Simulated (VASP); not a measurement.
Write the native input for VASP 6.6.1 that does the following.

| Quantity | Value |
| --- | --- |
| Task | single point |
| Functional | r2SCAN |
| Potentials or basis | VASP PAW PBE potentials, release 64 (Cr_pv, Rh_pv, F) |
| Cutoff | 520 eV |
| k mesh | 5 × 5 × 5 |
| Occupations | fermi-dirac, width 0.1 eV |
| Spin | no spin polarisation |
| Hubbard terms | Cr d U = 3.34 eV, J = 0.42 eV |
| Dipole correction | no |
| LDAUTYPE | 1 |
| Hund's J | 0.42 |
| Further INCAR settings | ALGO = Normal; EDIFF = 1e-07; NBANDS = 44 |

Crystal: CrRhF6.

```xyz
8
Lattice="4.9850 0.0000 0.0000 -2.4925 4.3171 0.0000 0.0000 -2.8781 4.7218" Properties=species:S:1:pos:R:3 pbc="T T T"
Cr    0.0000    0.0000    0.0000
Rh    2.4925   -1.4390    2.3609
F     0.9559   -1.4058    3.4757
F     0.7395    1.5307    3.4757
F     3.2896   -0.1249    3.4757
F     1.5366    2.8448    1.2461
F     1.7530   -0.0917    1.2461
F    -0.7971    1.5639    1.2461
```

One way to write it, as run:

POSCAR

```
CrRhF6
1.0
    4.9849505400      0.0000000000      0.0000000000
   -2.4924752700      4.3170976000      0.0000000000
    0.0000000000     -2.8780617200      4.7217517800
Cr Rh F
1 1 6
Direct
    0.0000000000      0.0000000000      0.0000000000
    0.5000000000      0.0000000000      0.5000000000
    0.2743000000      0.1651000000      0.7361000000
    0.5710000000      0.8453000000      0.7361000000
    0.8908000000      0.4618000000      0.7361000000
    0.7257000000      0.8349000000      0.2639000000
    0.4290000000      0.1547000000      0.2639000000
    0.1092000000      0.5382000000      0.2639000000
```

INCAR.step1

```
PREC = Accurate
ENCUT = 520
ISMEAR = -5
SIGMA = 0.1
LREAL = F
LASPH = T
NELM = 150
LMAXMIX = 4
LDAU = T
LDAUTYPE = 1
LDAUL = 2 -1 -1
LDAUU = 3.34 0 0
LDAUJ = 0.42 0 0
NBANDS = 44
GGA = PE
ALGO = Normal
EDIFF = 1E-4
LWAVE = T
LCHARG = F
```

INCAR.step2

```
PREC = Accurate
ENCUT = 520
EDIFF = 1E-7
ISMEAR = -1
SIGMA = 0.1
LREAL = F
LASPH = T
NELM = 150
ALGO = Normal
ISIF = 2
LWAVE = F
LCHARG = F
LMAXMIX = 4
LDAU = T
LDAUTYPE = 1
LDAUL = 2 -1 -1
LDAUU = 3.34 0 0
LDAUJ = 0.42 0 0
LDAUPRINT = 1
METAGGA = R2SCAN
LMIXTAU = T
LORBIT = 11
NBANDS = 44
ISTART = 1
```

KPOINTS

```
regular mesh
0
Gamma
  5 5 5
```

Potentials or basis: VASP PAW PBE potentials, release 64 (Cr_pv, Rh_pv, F).

The run is started by

```bash
$ cat potpaw_PBE.64/Cr_pv/POTCAR potpaw_PBE.64/Rh_pv/POTCAR potpaw_PBE.64/F/POTCAR > POTCAR
$ cp INCAR.step1 INCAR
$ mpirun -np 1 vasp_std > vasp.out
$ cp INCAR.step2 INCAR
$ mpirun -np 1 vasp_std > vasp.out
```

Results of the run:

* Pressure: -2.8 GPa
* Largest force: 2.106 eV/Å
* Band gap on the k mesh: zero (an odd number of electrons rules out a gap without spin polarisation)
* Valence electrons inside the program's atomic spheres: Cr 10.12; Rh 13.58; F 6.10

Caveat: the PAW data sets were made with another functional, which shifts forces and pressure a little; an odd number of electrons without spin polarisation forces a metal; a magnetic or distorted state may lie lower; the run has no spin polarisation, though such a crystal can be magnetic; U without spin polarisation on a metal has little footing.

It took 4.8 min on 1 thread of Intel(R) Xeon(R) 6975P-C (Granite Rapids), with other jobs on the host, peak memory 0.32 GiB.
